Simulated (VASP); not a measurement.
# GaSb (F-43m) in VASP: notebook

The runs below take GaSb through relaxation of cell and atoms, with r2SCAN.

All numbers are computed with VASP 6.6.1; they aren't measurements. Logs are shortened: lines on timing, memory, paths and dates and some standing lists are left out, and cuts for length are marked.

## 1. The cell of the first run

It takes space group F-43m (No. 216, cubic). Conventional cell: a = 6.133 Å, b = 6.133 Å, c = 6.133 Å, α = 90.00°, β = 90.00°, γ = 90.00°. Ga (site symmetry -43m) has 4 Sb at 2.66 Å within 3.5 Å. Sb (site symmetry -43m) has 4 Ga at 2.66 Å within 3.5 Å.

## 2. Relaxation of cell and atoms, r2SCAN, target pressure 4 GPa, at which the enthalpy is minimised

Input file POSCAR:

```
GaSb
1.0
    0.0000000000      3.0664961745      3.0664961745
    3.0664961745      0.0000000000      3.0664961745
    3.0664961745      3.0664961745      0.0000000000
Ga Sb
1 1
Direct
    0.0000000000      0.0000000000      0.0000000000
    0.7500000000      0.7500000000      0.7500000000
```

Input file INCAR.step1:

```
  PREC = Accurate
  ENCUT = 600
  ISMEAR = 0
  SIGMA = 0.01
  LREAL = False
  LASPH = True
  NELM = 100
  GGA = PE
  ALGO = Normal
  EDIFF = 1E-4
  LWAVE = True
  LCHARG = False
```

Input file INCAR.step2:

```
  PREC = Accurate
  ENCUT = 600
  EDIFF = 1E-6
  ISMEAR = 0
  SIGMA = 0.01
  LREAL = False
  LASPH = True
  NELM = 100
  ALGO = Normal
  ISIF = 3
  LWAVE = False
  LCHARG = False
  METAGGA = R2SCAN
  LMIXTAU = True
  IBRION = 2
  NSW = 100
  EDIFFG = -0.002
  PSTRESS = 40.0
  ISTART = 1
```

Input file KPOINTS:

```
regular mesh
0
Gamma
  8 8 8
```

Potentials or basis: VASP PAW PBE potentials, release 64 (Ga_d, Sb).

Started as:

```sh
$ cat potpaw_PBE.64/Ga_d/POTCAR potpaw_PBE.64/Sb/POTCAR > POTCAR
$ cp INCAR.step1 INCAR
$ mpirun -np 1 vasp_std > vasp.out
$ cp INCAR.step2 INCAR
$ mpirun -np 1 vasp_std > vasp.out
```

OUTCAR:

```text
PREC = Accurate
   ENCUT = 600
   EDIFF = 1E-6
   ISMEAR = 0
   LREAL = False
   LASPH = True
   NELM = 100
   ISIF = 3
   METAGGA = R2SCAN
   IBRION = 2
   NSW = 100
   EDIFFG = -0.002
   PSTRESS = 40.0
   ISTART = 1

 ion  position               nearest neighbor table
   1  0.000  0.000  0.000-   2 2.66   2 2.66   2 2.66   2 2.66
   2  0.750  0.750  0.750-   1 2.66   1 2.66   1 2.66   1 2.66

  LATTYP: Found a face centered cubic cell.
 ALAT       =     6.1329923490

  Lattice vectors:

 A1 = (   0.0000000000,   3.0664961745,   3.0664961745)
 A2 = (   3.0664961745,   0.0000000000,   3.0664961745)
 A3 = (   3.0664961745,   3.0664961745,   0.0000000000)

Analysis of symmetry for initial positions (statically):
=====================================================================
 Subroutine PRICEL returns:
 Original cell was already a primitive cell.

 Routine SETGRP: Setting up the symmetry group for a
 face centered cubic supercell.

 Subroutine GETGRP returns: Found 24 space group operations
 (whereof 24 operations were pure point group operations)
 out of a pool of 48 trial point group operations.

The static configuration has the point symmetry T_d .

Analysis of symmetry for dynamics (positions and initial velocities):
=====================================================================
 Subroutine PRICEL returns:
 Original cell was already a primitive cell.

 Routine SETGRP: Setting up the symmetry group for a
 face centered cubic supercell.

 Subroutine GETGRP returns: Found 24 space group operations
 (whereof 24 operations were pure point group operations)
 out of a pool of 48 trial point group operations.

The dynamic configuration has the point symmetry T_d .

 Subroutine INISYM returns: Found 24 space group operations
 (whereof 24 operations are pure point group operations),
 and found     1 'primitive' translations

----------------------------------------------------------------------------------------

                                     Primitive cell

  volume of cell :      57.6710

  direct lattice vectors                    reciprocal lattice vectors
     0.000000000  3.066496175  3.066496175    -0.163052543  0.163052543  0.163052543
     3.066496175  0.000000000  3.066496175     0.163052543 -0.163052543  0.163052543
     3.066496175  3.066496175  0.000000000     0.163052543  0.163052543 -0.163052543

  length of vectors
     4.336680479  4.336680479  4.336680479     0.282415289  0.282415289  0.282415289

  position of ions in fractional coordinates (direct lattice)
     0.000000000  0.000000000  0.000000000
     0.750000000  0.750000000  0.750000000

  ion indices of the primitive-cell ions
   primitive index   ion index
                 1           1
                 2           2

----------------------------------------------------------------------------------------

 KPOINTS: regular mesh

Automatic generation of k-mesh.
 Grid dimensions read from file:
 generate k-points for:    8    8    8

 Generating k-lattice:

  Cartesian coordinates                     Fractional coordinates (reciprocal lattice)
    -0.020381568  0.020381568  0.020381568     0.125000000  0.000000000  0.000000000
     0.020381568 -0.020381568  0.020381568     0.000000000  0.125000000  0.000000000
     0.020381568  0.020381568 -0.020381568     0.000000000  0.000000000  0.125000000

  Length of vectors
     0.035301911  0.035301911  0.035301911

  Shift w.r.t. Gamma in fractional coordinates (k-lattice)
     0.000000000  0.000000000  0.000000000

 Subroutine IBZKPT returns following result:
 ===========================================

 Found     29 irreducible k-points:

 Following reciprocal coordinates:
            Coordinates               Weight
  0.000000  0.000000  0.000000      1.000000
  0.125000  0.000000  0.000000      8.000000
  0.250000  0.000000  0.000000      8.000000
  0.375000  0.000000  0.000000      8.000000
  0.500000  0.000000  0.000000      4.000000
  0.125000  0.125000  0.000000      6.000000
[... 16 lines left out ...]
  0.500000  0.250000  0.125000     48.000000
 -0.375000  0.250000  0.125000     24.000000
 [... further k-points ...]
   k-points           NKPTS =     29   k-points in BZ     NKDIM =     29   number of bands    NBANDS=     13
   number of dos      NEDOS =    301   number of ions     NIONS =      2
   total plane-waves  NPLWV =  46656
   dimension x,y,z NGX =    36 NGY =   36 NGZ =   36
   dimension x,y,z NGXF=    72 NGYF=   72 NGZF=   72
   ions per type =               1   1
   NGX,Y,Z   is equivalent  to a cutoff of  13.80, 13.80, 13.80 a.u.
   NGXF,Y,Z  is equivalent  to a cutoff of  27.60, 27.60, 27.60 a.u.
 SYSTEM =  unknown system
   PREC   = accura    normal or accurate (medium, high low for compatibility)
   ISTART =      1    job   : 0-new  1-cont  2-samecut
   ICHARG =      0    charge: 1-file 2-atom 10-const
   ISPIN  =      1    spin polarized calculation?
   LNONCOLLINEAR =      F non collinear calculations
   LSORBIT =      F    spin-orbit coupling
   LASPH  =      T    aspherical Exc in radial PAW
   ENCUT  =  600.0 eV  44.10 Ry    6.64 a.u.   8.66  8.66  8.66*2*pi/ulx,y,z
   NELM   =    100;   NELMIN=  2; NELMDL=  0     # of ELM steps
   EDIFF  = 0.1E-05   stopping-criterion for ELM
   LREAL  =      F    real-space projection
   EDIFFG = -.2E-02   stopping-criterion for IOM
   NSW    =    100    number of steps for IOM
   IBRION =      2    ionic relax: 0-MD 1-quasi-New 2-CG
   NFREE  =      1    steps in history (QN), initial steepest desc. (CG)
   ISIF   =      3    stress and relaxation
   ISYM   =      2    0-nonsym 1-usesym 2-fastsym
   POTIM  = 0.5000    time-step for ionic-motion
   TEBEG  =    0.0;   TEEND  =   0.0 temperature during run
   PSTRESS=   40.0 pullay stress
   NELECT =      18.0000    total number of electrons
   NUPDOWN=      -1.0000    fix difference up-down
   EMIN   =  10.00;   EMAX   =-10.00  energy-range for DOS
   EFERMI =   0.00;   METHOD = LEGACY
   ISMEAR =     0;   SIGMA  =   0.01  broadening in eV -4-tet -1-fermi 0-gaus
   EFERMI_NEDOS =   21; number of points for ismear=-14 and -15
   IALGO  =     38    algorithm
   IMIX   =      4    mixing-type and parameters
     AMIX     =   0.40;   BMIX     =  1.00
     AMIX_MAG =   1.60;   BMIX_MAG =  1.00
  volume/ion in A,a.u.               =      28.84       194.59
  Fermi-wavevector in a.u.,A,eV,Ry     =   1.110486  2.098515 16.778433  1.233180
  Thomas-Fermi vector in A             =   2.247039
   LORBIT       =      0    0 simple, 1 ext, 2 COOP (PROOUT), +10 PAW based schemes
   METAGGA = R2SCAN    functional components
   LHFCALC =     F    Hartree Fock is set to
   AEXX    =    0.0000 exact exchange contribution
   IVDW    =     0    specifies the selected vdW correction
   LEPSILON=     F    determine dielectric tensor
   LRPA    =     F    only Hartree local field effects (RPA)
 conjugate gradient relaxation of ions
 non-spin polarized calculation
 Gauss-broadening in eV      SIGMA  =   0.01
  energy-cutoff  :      600.00
  volume of cell :       57.67
 maximum number of plane-waves:      1964
   NGX = 17   NGY = 17   NGZ = 17

--------------------------------------- Ionic step        1  -------------------------------------------

 number of electron      18.0000003 magnetization

 Free energy of the ion-electron system (eV)
  ---------------------------------------------------
  ext. energy  EPLUGINS =         0.00000000
  ---------------------------------------------------
  free energy    TOTEN  =       -37.60151792 eV

  energy without entropy =      -37.60151792  energy(sigma->0) =      -37.60151792

------------------------ aborting loop because EDIFF is reached ----------------------------------------

  FORCE on cell =-STRESS in cart. coord.  units (eV):
  Direction    XX          YY          ZZ          XY          YZ          ZX
  --------------------------------------------------------------------------------------
  -------------------------------------------------------------------------------------
  Total        0.0060238      0.0060238      0.0060238     -0.0000000     -0.0000000     -0.0000000
  in kB        0.1673490      0.1673490      0.1673490     -0.0000000     -0.0000000     -0.0000000
  external PRESSURE =     -39.8326510 kB  Pullay stress =      40.0000000 kB
[... 23 lines left out ...]
  enthalpy is  TOTEN    =       -36.1617029477 eV   P V=        1.4398149754

--------------------------------------- Ionic step        2  -------------------------------------------

 number of electron      17.9999996 magnetization

 E-fermi :   5.8667     XC(G=0): -10.1855

 val. band max:        5.7626335871   @ k =   0.0000   0.0000   0.0000
 cond. band min:       6.6855854361   @ k =   0.5000   0.0000   0.0000
 fundamental gap:      0.9229518490
 Fermi energy:         5.8666882547

 k-point     1 :       0.0000    0.0000    0.0000
  band No.  band energies     occupation
      1      -9.9652      2.00000
      2      -9.9652      2.00000
      3      -9.9652      2.00000
      4      -9.8899      2.00000
      5      -9.8899      2.00000
      6      -6.9301      2.00000
      7       5.7626      2.00000
      8       5.7626      2.00000
      9       5.7626      2.00000
     10       6.9850      0.00000
     11       8.6926      0.00000
     12       8.6927      0.00000
     13       8.6927      0.00000
[... 403 lines left out ...]
  enthalpy is  TOTEN    =       -36.1868857227 eV   P V=        1.2955342114

--------------------------------------- Ionic step        3  -------------------------------------------

 number of electron      18.0000001 magnetization

 Free energy of the ion-electron system (eV)
  ---------------------------------------------------
  ext. energy  EPLUGINS =         0.00000000
  ---------------------------------------------------
  free energy    TOTEN  =       -37.55962168 eV

  energy without entropy =      -37.55962168  energy(sigma->0) =      -37.55962168

 E-fermi :   5.3611     XC(G=0):  -9.9851

 val. band max:        5.2882799524   @ k =   0.0000   0.0000   0.0000
 cond. band min:       6.1061678953   @ k =   0.5000   0.0000   0.0000
 fundamental gap:      0.8178879429
 Fermi energy:         5.3611408609

 k-point     1 :       0.0000    0.0000    0.0000
  band No.  band energies     occupation
      1     -10.3333      2.00000
      2     -10.3333      2.00000
      3     -10.3333      2.00000
      4     -10.2663      2.00000
      5     -10.2663      2.00000
      6      -7.0677      2.00000
      7       5.2882      2.00000
      8       5.2883      2.00000
      9       5.2883      2.00000
     10       6.1743      0.00000
     11       8.2423      0.00000
     12       8.2424      0.00000
     13       8.2424      0.00000
[... 397 lines left out ...]
  FREE ENERGIE OF THE ION-ELECTRON SYSTEM (eV)
  ---------------------------------------------------
  free  energy   TOTEN  =       -37.5596216804 eV

  energy  without entropy=      -37.5596216804  energy(sigma->0) =      -37.55962168

  enthalpy is  TOTEN    =       -36.2085728558 eV   P V=        1.3510488245

 reached required accuracy - stopping structural energy minimisation
```

Wall time 3 min (1 thread of Intel Xeon Platinum 8124M at 3.00GHz (Skylake/Cascade Lake), shared host); peak memory 0.24 GiB.

Results:

```
Free energy                                                : -37.5596 eV
Relaxed volume                                             : 27.06 Å³/atom
Relaxed cell                                               : a = 4.246 Å, b = 4.246 Å, c = 4.246 Å, α = 60.00°, β = 60.00°, γ = 60.00°
Space group after relaxing (to 0.1 Å)                      : F-43m (No. 216)
Energy change on relaxing (the run minimises the enthalpy) : +20.9 meV/atom
Ionic steps                                                : 3
Pressure after relaxing                                    : 4.0 GPa
Band gap on the k mesh                                     : 0.82 eV (least direct gap 0.89 eV)
```

The path:
| step | energy change (eV) | largest force (eV/Å) | pressure (GPa) | volume (Å³) |
| --- | --- | --- | --- | --- |
| 1 | 0.0000 | 0.0000 | 0.02 | 57.67 |
| 2 | 0.1191 | 0.0000 | 7.26 | 51.89 |
| 3 | 0.0419 | 0.0000 | 4.01 | 54.12 |

Final structure:
```
CELL_PARAMETERS angstrom
0.00000 3.00214 3.00214
3.00214 0.00000 3.00214
3.00214 3.00214 0.00000
ATOMIC_POSITIONS crystal
Ga 0.00000 0.00000 0.00000
Sb 0.75000 0.75000 0.75000
```

Levels at points of the mesh, in eV from the valence-band top:
```csv
k point,band 5,band 6,band 7,band 8,band 9,band 10,band 11,band 12,band 13
"(0.00, 0.00, 0.00)",-15.55,-12.36,0.00,0.00,0.00,0.89,2.95,2.95,2.95
"(0.50, 0.00, 0.00)",-15.55,-10.48,-6.89,-1.31,-1.31,0.82,4.00,4.00,6.89
"(0.50, 0.50, 0.00)",-15.55,-9.50,-7.33,-2.91,-2.91,1.05,1.37,9.65,9.65
```

Caveat: the cell is relaxed towards a set pressure, so the run minimises the enthalpy, not the energy; the PAW data sets were made with another functional, which shifts forces and pressure a little; spin-orbit coupling is left out, which moves the levels of the heavy elements. A k mesh can miss the band edges.

## 3. Relaxation of cell and atoms, r2SCAN, target pressure 7 GPa, at which the enthalpy is minimised

POSCAR is that of step 2.

Input file INCAR.step1:

```
  PREC = Accurate
  ENCUT = 600
  ISMEAR = 0
  SIGMA = 0.01
  LREAL = F
  LASPH = T
  NELM = 80
  GGA = PE
  ALGO = Normal
  EDIFF = 1E-4
  LWAVE = T
  LCHARG = F
```

Input file INCAR.step2:

```
  PREC = Accurate
  ENCUT = 600
  EDIFF = 1E-7
  ISMEAR = 0
  SIGMA = 0.01
  LREAL = F
  LASPH = T
  NELM = 80
  ALGO = Normal
  ISIF = 3
  LWAVE = F
  LCHARG = F
  METAGGA = R2SCAN
  LMIXTAU = T
  IBRION = 2
  NSW = 100
  EDIFFG = -0.002
  PSTRESS = 70.0
  ISTART = 1
```

KPOINTS is that of step 2.

Potentials or basis: VASP PAW PBE potentials, release 64 (Ga_d, Sb).

Started as:

```sh
$ cat potpaw_PBE.64/Ga_d/POTCAR potpaw_PBE.64/Sb/POTCAR > POTCAR
$ cp INCAR.step1 INCAR
$ mpirun -np 1 vasp_std > vasp.out
$ cp INCAR.step2 INCAR
$ mpirun -np 1 vasp_std > vasp.out
```

OUTCAR:

```text
PREC = Accurate
   ENCUT = 600
   EDIFF = 1E-7
   ISMEAR = 0
   LREAL = F
   LASPH = T
   NELM = 80
   ISIF = 3
   METAGGA = R2SCAN
   IBRION = 2
   NSW = 100
   EDIFFG = -0.002
   PSTRESS = 70.0
   ISTART = 1

 ion  position               nearest neighbor table
   1  0.000  0.000  0.000-   2 2.66   2 2.66   2 2.66   2 2.66
   2  0.750  0.750  0.750-   1 2.66   1 2.66   1 2.66   1 2.66

  LATTYP: Found a face centered cubic cell.
 ALAT       =     6.1329923490

  Lattice vectors:

 A1 = (   0.0000000000,   3.0664961745,   3.0664961745)
 A2 = (   3.0664961745,   0.0000000000,   3.0664961745)
 A3 = (   3.0664961745,   3.0664961745,   0.0000000000)

Analysis of symmetry for initial positions (statically):
=====================================================================
 Subroutine PRICEL returns:
 Original cell was already a primitive cell.

 Routine SETGRP: Setting up the symmetry group for a
 face centered cubic supercell.

 Subroutine GETGRP returns: Found 24 space group operations
 (whereof 24 operations were pure point group operations)
 out of a pool of 48 trial point group operations.

The static configuration has the point symmetry T_d .

Analysis of symmetry for dynamics (positions and initial velocities):
=====================================================================
 Subroutine PRICEL returns:
 Original cell was already a primitive cell.
[... 148 lines left out ...]

 number of electron      18.0000003 magnetization

 Free energy of the ion-electron system (eV)
  ---------------------------------------------------
  ext. energy  EPLUGINS =         0.00000000
  ---------------------------------------------------
  free energy    TOTEN  =       -37.60152067 eV

  energy without entropy =      -37.60152067  energy(sigma->0) =      -37.60152067

 E-fermi :   4.7288     XC(G=0):  -9.6870

 val. band max:        4.6104722265   @ k =   0.0000   0.0000   0.0000
 cond. band min:       5.0040288238   @ k =   0.0000   0.0000   0.0000
 fundamental gap:      0.3935565973
 Fermi energy:         4.7287544299

 k-point     1 :       0.0000    0.0000    0.0000
  band No.  band energies     occupation
      1     -10.8757      2.00000
      2     -10.8757      2.00000
      3     -10.8757      2.00000
      4     -10.8201      2.00000
      5     -10.8201      2.00000
      6      -7.2686      2.00000
      7       4.6104      2.00000
      8       4.6105      2.00000
      9       4.6105      2.00000
     10       5.0040      0.00000
     11       7.5930      0.00000
     12       7.5931      0.00000
     13       7.5931      0.00000
[... 595 lines left out ...]
--------------------------------------- Ionic step        7  -------------------------------------------

 number of electron      17.9999996 magnetization

 Free energy of the ion-electron system (eV)
  ---------------------------------------------------
  ext. energy  EPLUGINS =         0.00000000
  ---------------------------------------------------
  free energy    TOTEN  =       -37.49028250 eV

  energy without entropy =      -37.49028250  energy(sigma->0) =      -37.49028250

 E-fermi :   5.8284     XC(G=0): -10.1691

 val. band max:        5.7235204308   @ k =   0.0000   0.0000   0.0000
 cond. band min:       6.6377446187   @ k =   0.5000   0.0000   0.0000
 fundamental gap:      0.9142241879
 Fermi energy:         5.8284268696

 k-point     1 :       0.0000    0.0000    0.0000
  band No.  band energies     occupation
      1      -9.9953      2.00000
      2      -9.9953      2.00000
      3      -9.9953      2.00000
      4      -9.9208      2.00000
      5      -9.9208      2.00000
      6      -6.9414      2.00000
      7       5.7235      2.00000
      8       5.7235      2.00000
      9       5.7235      2.00000
     10       6.9183      0.00000
     11       8.6554      0.00000
     12       8.6554      0.00000
     13       8.6554      0.00000
[... 401 lines left out ...]
  energy  without entropy=      -37.4902824988  energy(sigma->0) =      -37.49028250

  enthalpy is  TOTEN    =       -35.2153674096 eV   P V=        2.2749150892

 reached required accuracy - stopping structural energy minimisation
```

Run time: 11 min. Hardware: 1 thread of Intel Xeon Platinum 8124M at 3.00GHz (Skylake/Cascade Lake), shared host; peak memory 0.24 GiB.

Results:

- Free energy: -37.4903 eV
- Relaxed volume: 26.03 Å³/atom
- Relaxed cell: a = 4.191 Å, b = 4.191 Å, c = 4.191 Å, α = 60.00°, β = 60.00°, γ = 60.00°
- Space group after relaxing (to 0.1 Å): F-43m (No. 216)
- Energy change on relaxing (the run minimises the enthalpy): +55.6 meV/atom
- Ionic steps: 7
- Pressure after relaxing: 7.0 GPa
- Band gap on the k mesh: 0.91 eV (least direct gap 1.19 eV)

Step by step:
```
step  energy change (eV)  largest force (eV/Å)  pressure (GPa)  volume (Å³)
   1              0.0000                0.0000            0.03        57.67
   2              0.4023                0.0000           15.60        47.82
   3              0.1090                0.0000            6.92        52.12
   4              0.1137                0.0000            7.09        52.01
   5              0.1094                0.0000            6.93        52.11
   6              0.1122                0.0000            7.04        52.05
   7              0.1112                0.0000            7.00        52.07
```

Final structure:
```
CELL_PARAMETERS angstrom
0.00000 2.96380 2.96380
2.96380 0.00000 2.96380
2.96380 2.96380 0.00000
ATOMIC_POSITIONS crystal
Ga 0.00000 0.00000 0.00000
Sb 0.75000 0.75000 0.75000
```

Levels at points of the mesh, in eV from the valence-band top:
```tsv
k point	band 6	band 7	band 8	band 9	band 10	band 11	band 12	band 13
(0.00, 0.00, 0.00)	-12.66	0.00	0.00	0.00	1.19	2.93	2.93	2.93
(0.50, 0.00, 0.00)	-10.68	-7.12	-1.39	-1.39	0.91	3.99	3.99	6.86
(0.50, 0.50, 0.00)	-9.64	-7.54	-3.07	-3.07	1.00	1.29	9.92	9.92
```

Caveat: the cell is relaxed towards a set pressure, so the run minimises the enthalpy, not the energy; the PAW data sets were made with another functional, which shifts forces and pressure a little; spin-orbit coupling is left out, which moves the levels of the heavy elements. A k mesh can miss the band edges.
